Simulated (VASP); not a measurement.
# BAs (F-43m) in VASP: G0W0 quasiparticle levels with PBE

Aim: the G0W0 quasiparticle levels of BAs with PBE.

Everything below comes from runs of VASP 6.6.1. Logs are shortened: lines on timing, memory, paths and dates and some standing lists are left out, and cuts for length are marked.

## Step 1: The cell of the first run

It takes space group F-43m (No. 216, cubic). The conventional cell has a = 4.784 Å, b = 4.784 Å, c = 4.784 Å, α = 90.00°, β = 90.00°, γ = 90.00°. Within 2.7 Å of B (site symmetry -43m) lie 4 As at 2.07 Å. Within 2.7 Å of As (site symmetry -43m) lie 4 B at 2.07 Å.

## Step 2: G0W0 quasiparticle levels, PBE

File POSCAR:

```
BAs
1.0
    0.0000000000      2.3918698977      2.3918698977
    2.3918698977      0.0000000000      2.3918698977
    2.3918698977      2.3918698977      0.0000000000
B As
1 1
Direct
    0.0000000000      0.0000000000      0.0000000000
    0.2500000000      0.2500000000      0.2500000000
```

File INCAR.step1:

```
PREC = Accurate
ENCUT = 500
EDIFF = 1E-8
ISMEAR = 0
SIGMA = 0.01
LREAL = False
LASPH = True
NELM = 100
ALGO = Normal
LWAVE = True
LCHARG = False
GGA = PE
```

File INCAR.step2:

```
PREC = Accurate
ENCUT = 500
EDIFF = 1E-8
ISMEAR = 0
SIGMA = 0.01
LREAL = False
LASPH = True
NELM = 1
ALGO = Exact
LWAVE = True
LCHARG = False
GGA = PE
NBANDS = 154
LOPTICS = True
ISTART = 1
```

File INCAR.step3:

```
PREC = Accurate
ENCUT = 500
EDIFF = 1E-8
ISMEAR = 0
SIGMA = 0.01
LREAL = False
LASPH = True
ALGO = EVGW0
LWAVE = False
LCHARG = False
GGA = PE
NELMGW = 1
NBANDS = 154
ENCUTGW = 100.0
NOMEGA = 48
PRECFOCK = Fast
ISTART = 1
NBANDSGW = 12
```

File KPOINTS:

```
Automatic mesh
0
Gamma
  4 4 4
```

Potentials or basis: VASP PAW PBE potentials, release 64 (B_GW, As_GW).

Launch:

```sh
$ cat potpaw_PBE.64/B_GW/POTCAR potpaw_PBE.64/As_GW/POTCAR > POTCAR
$ cp INCAR.step1 INCAR
$ mpirun -np 1 vasp_std > vasp.out
$ cp INCAR.step2 INCAR
$ mpirun -np 1 vasp_std > vasp.out
$ cp INCAR.step3 INCAR
$ mpirun -np 1 vasp_std > vasp.out
```

OUTCAR:

```text
PREC = Accurate
   ENCUT = 500
   EDIFF = 1E-8
   ISMEAR = 0
   LREAL = False
   LASPH = True
   GGA = PE
   NELMGW = 1
   ENCUTGW = 100.0
   PRECFOCK = Fast
   ISTART = 1

 ion  position               nearest neighbor table
   1  0.000  0.000  0.000-   2 2.07   2 2.07   2 2.07   2 2.07
   2  0.250  0.250  0.250-   1 2.07   1 2.07   1 2.07   1 2.07

  LATTYP: Found a face centered cubic cell.
 ALAT       =     4.7837397954

  Lattice vectors:

 A1 = (   0.0000000000,   2.3918698977,   2.3918698977)
 A2 = (   2.3918698977,   0.0000000000,   2.3918698977)
 A3 = (   2.3918698977,   2.3918698977,   0.0000000000)

Analysis of symmetry for initial positions (statically):
=====================================================================
 Subroutine PRICEL returns:
 Original cell was already a primitive cell.

 Routine SETGRP: Setting up the symmetry group for a
 face centered cubic supercell.

 Subroutine GETGRP returns: Found 24 space group operations
 (whereof 24 operations were pure point group operations)
 out of a pool of 48 trial point group operations.

The static configuration has the point symmetry T_d .

Analysis of symmetry for dynamics (positions and initial velocities):
=====================================================================
 Subroutine PRICEL returns:
 Original cell was already a primitive cell.

 Routine SETGRP: Setting up the symmetry group for a
 face centered cubic supercell.

 Subroutine GETGRP returns: Found 24 space group operations
 (whereof 24 operations were pure point group operations)
 out of a pool of 48 trial point group operations.

The dynamic configuration has the point symmetry T_d .

 Subroutine INISYM returns: Found 24 space group operations
 (whereof 24 operations are pure point group operations),
 and found     1 'primitive' translations

----------------------------------------------------------------------------------------

                                     Primitive cell

  volume of cell :      27.3680

  direct lattice vectors                    reciprocal lattice vectors
     0.000000000  2.391869898  2.391869898    -0.209041470  0.209041470  0.209041470
     2.391869898  0.000000000  2.391869898     0.209041470 -0.209041470  0.209041470
     2.391869898  2.391869898  0.000000000     0.209041470  0.209041470 -0.209041470

  length of vectors
     3.382614849  3.382614849  3.382614849     0.362070447  0.362070447  0.362070447

  position of ions in fractional coordinates (direct lattice)
     0.000000000  0.000000000  0.000000000
     0.250000000  0.250000000  0.250000000

  ion indices of the primitive-cell ions
   primitive index   ion index
                 1           1
                 2           2

----------------------------------------------------------------------------------------

 KPOINTS: Automatic mesh

Automatic generation of k-mesh.
 Grid dimensions read from file:
 generate k-points for:    4    4    4

 Generating k-lattice:

  Cartesian coordinates                     Fractional coordinates (reciprocal lattice)
    -0.052260368  0.052260368  0.052260368     0.250000000  0.000000000  0.000000000
     0.052260368 -0.052260368  0.052260368     0.000000000  0.250000000  0.000000000
     0.052260368  0.052260368 -0.052260368     0.000000000  0.000000000  0.250000000

  Length of vectors
     0.090517612  0.090517612  0.090517612

  Shift w.r.t. Gamma in fractional coordinates (k-lattice)
     0.000000000  0.000000000  0.000000000

 Subroutine IBZKPT returns following result:
 ===========================================

 Found      8 irreducible k-points:

 Following reciprocal coordinates:
            Coordinates               Weight
  0.000000  0.000000  0.000000      1.000000
  0.250000  0.000000  0.000000      8.000000
  0.500000  0.000000  0.000000      4.000000
  0.250000  0.250000  0.000000      6.000000
  0.500000  0.250000  0.000000     24.000000
 -0.250000  0.250000  0.000000     12.000000
  0.500000  0.500000  0.000000      3.000000
 -0.250000  0.500000  0.250000      6.000000
   k-points           NKPTS =      8   k-points in BZ     NKDIM =     64   number of bands    NBANDS=    154
   number of dos      NEDOS =    301   number of ions     NIONS =      2
   total plane-waves  NPLWV =  21952
   dimension x,y,z NGX =    28 NGY =   28 NGZ =   28
   dimension x,y,z NGXF=    56 NGYF=   56 NGZF=   56
   ions per type =               1   1
   NGX,Y,Z   is equivalent  to a cutoff of  13.76, 13.76, 13.76 a.u.
   NGXF,Y,Z  is equivalent  to a cutoff of  27.52, 27.52, 27.52 a.u.
 SYSTEM =  unknown system
   PREC   = accura    normal or accurate (medium, high low for compatibility)
   ISTART =      1    job   : 0-new  1-cont  2-samecut
   ICHARG =      0    charge: 1-file 2-atom 10-const
   ISPIN  =      1    spin polarized calculation?
   LNONCOLLINEAR =      F non collinear calculations
   LSORBIT =      F    spin-orbit coupling
   LASPH  =      T    aspherical Exc in radial PAW
   ENCUT  =  500.0 eV  36.75 Ry    6.06 a.u.   6.17  6.17  6.17*2*pi/ulx,y,z
   NELM   =     60;   NELMIN=  2; NELMDL=  0     # of ELM steps
   EDIFF  = 0.1E-07   stopping-criterion for ELM
   LREAL  =      F    real-space projection
   EDIFFG = 0.1E-06   stopping-criterion for IOM
   NSW    =      0    number of steps for IOM
   IBRION =     -1    ionic relax: 0-MD 1-quasi-New 2-CG
   NFREE  =      0    steps in history (QN), initial steepest desc. (CG)
   ISIF   =      0    stress and relaxation
   ISYM   =      3    0-nonsym 1-usesym 2-fastsym
   POTIM  = 0.5000    time-step for ionic-motion
   TEBEG  =    0.0;   TEEND  =   0.0 temperature during run
   PSTRESS=    0.0 pullay stress
   NELECT =       8.0000    total number of electrons
   NUPDOWN=      -1.0000    fix difference up-down
   EMIN   =  10.00;   EMAX   =-10.00  energy-range for DOS
   EFERMI =   0.00;   METHOD = LEGACY
   ISMEAR =     0;   SIGMA  =   0.01  broadening in eV -4-tet -1-fermi 0-gaus
   EFERMI_NEDOS =   21; number of points for ismear=-14 and -15
   IALGO  =     38    algorithm
   IMIX   =      4    mixing-type and parameters
     AMIX     =   0.40;   BMIX     =  1.00
     AMIX_MAG =   1.60;   BMIX_MAG =  1.00
  volume/ion in A,a.u.               =      13.68        92.34
  Fermi-wavevector in a.u.,A,eV,Ry     =   1.086486  2.053160 16.061008  1.180451
  Thomas-Fermi vector in A             =   2.222623
   LORBIT       =      0    0 simple, 1 ext, 2 COOP (PROOUT), +10 PAW based schemes
   GGA     = PE    functional components
   LHFCALC =     T    Hartree Fock is set to
   PRECFOCK=fast      Normal, Fast or Accurate (Low or Medium for compatibility)
   ENCUT4O =  -1.0   cutoff for four orbital integrals eV
   NKREDX  =     1    reduce k-point grid by
   NKREDY  =     1    reduce k-point grid by
   NKREDZ  =     1    reduce k-point grid by
   AEXX    =    1.0000 exact exchange contribution
   HFSCREEN=    0.0000 screening length (either q_TF or 0.3 A-1)
   HFSCREENC=   0.0000 screening length for correlation (either q_TF or 0.3 A-1)
   ENCUTFOCK=  -1.0 apply spherical cutoff to Coloumb kernel
   IVDW    =     0    specifies the selected vdW correction
   LEPSILON=     F    determine dielectric tensor
   LRPA    =     F    only Hartree local field effects (RPA)
   LRPAFORCE           =     F    calculate RPA forces
   ENCUTGW             = 100.0    cutoff for response function in eV
   ENCUTGWSOFT         =  80.0    soft cutoff for Coulomb kernel in GW response function in eV
   ENCUTLF             =  -1.0    cutoff for local field effects
   NELMGW              =     1    number of iterations in solving QP/BSE equation
   NELMHF              =     1    number of iterations in the inner HF iteration
   NKREDLFX            =     1    NKREDLFY  =   1   NKREDLFZ  =   1
 non-spin polarized calculation
 Gauss-broadening in eV      SIGMA  =   0.01
  energy-cutoff  :      500.00
  volume of cell :       27.37
 maximum number of plane-waves:       725
 NGX is ok and might be reduce to    28
  NGX = 14; NGY = 14; NGZ = 14
   NGX = 13   NGY = 13   NGZ = 13
 maximum number of plane-waves:        70
 NGX is ok and might be reduce to    14

 QP shifts <psi_nk| G(iteration)W_0 |psi_nk>: iteration 1
 for sc-GW calculations column KS-energies equals QP-energies in previous step
 and V_xc(KS)=  KS-energies - (<T + V_ion + V_H > + <T+V_H+V_ion>^1  + <V_x>^1)

 k-point   1 :       0.0000    0.0000    0.0000
  band No.  KS-energies  QP-energies   sigma(KS)   V_xc(KS)     V^pw_x(r,r')   Z            occupation Imag(sigma)

      1      -9.2209      -9.9381     -12.6416     -11.6423     -19.5631       0.7176       2.0000       1.2681
      2       6.1567       5.7417     -13.1115     -12.5850     -14.2993       0.7884       2.0000       0.0846
      3       6.1567       5.7417     -13.1115     -12.5850     -14.2993       0.7884       2.0000       0.0846
      4       6.1567       5.7417     -13.1115     -12.5850     -14.2993       0.7884       2.0000       0.0846
      5       9.4107       9.7433     -10.9477     -11.3710      -6.5717       0.7859       0.0000      -0.0695
      6       9.4107       9.7433     -10.9477     -11.3710      -6.5717       0.7859       0.0000      -0.0695
      7       9.4107       9.7433     -10.9477     -11.3710      -6.5717       0.7859       0.0000      -0.0695
      8      10.7662      11.3921     -11.7811     -12.6046      -6.4650       0.7601       0.0000      -0.1091
      9      15.7007      15.6816      -8.9032      -8.8789      -3.0271       0.7876       0.0000      -0.2835
     10      19.0663      19.1000     -10.3504     -10.3938      -4.3558       0.7767       0.0000      -0.3287
     11      19.0663      19.1000     -10.3504     -10.3938      -4.3558       0.7767       0.0000      -0.3287
     12      20.4808      20.4845      -8.9918      -8.9965      -2.4883       0.7858       0.0000      -0.4710

 k-point   2 :       0.2500    0.0000    0.0000
  band No.  KS-energies  QP-energies   sigma(KS)   V_xc(KS)     V^pw_x(r,r')   Z            occupation Imag(sigma)
[... 97 lines left out ...]
      1      -4.8906      -5.3521     -12.9785     -12.3501     -18.2583       0.7345       2.0000       0.6369
      2      -1.8948      -2.6216     -13.1053     -12.1052     -17.5213       0.7268       2.0000       0.3908
      3       0.6785       0.0291     -11.9523     -11.0993     -14.6627       0.7613       2.0000       0.1609
      4       0.9729       0.3313     -12.0388     -11.1947     -14.6543       0.7601       2.0000       0.1514
      5      11.3920      11.5395     -10.4057     -10.5958      -5.3066       0.7755       0.0000      -0.1145
      6      12.0531      12.6098     -11.2405     -11.9739      -5.6430       0.7590       0.0000      -0.1431
      7      12.9331      13.0035      -9.9449     -10.0343      -4.8968       0.7868       0.0000      -0.1371
      8      13.1467      13.4432     -11.0006     -11.3886      -5.3601       0.7641       0.0000      -0.1804
      9      18.4021      18.7560     -11.3292     -11.8055      -4.2181       0.7430       0.0000      -0.4725
     10      21.6200      21.9836     -11.2954     -11.7769      -4.2006       0.7551       0.0000      -0.7119
     11      21.8024      21.9071     -10.3729     -10.5111      -3.3232       0.7578       0.0000      -0.6284
     12      24.9634      25.2619     -10.5653     -10.9588      -3.4309       0.7585       0.0000      -0.9078
```

Run time: 40 s. Hardware: 1 thread of Intel Xeon Platinum 8488C (Sapphire Rapids), shared host; peak memory 0.26 GiB.

What came out:

- Quasiparticle gap: 1.81 eV
- Least direct quasiparticle gap: 4.00 eV
- Band gap of the starting levels on the mesh: 1.42 eV
- Least direct gap of the starting levels on the mesh: 3.25 eV

Caveat: the k points lie up to 0.57 Å⁻¹ apart; bands, screening cutoff and mesh are small and nothing is extrapolated, so the quasiparticle values aren't converged.
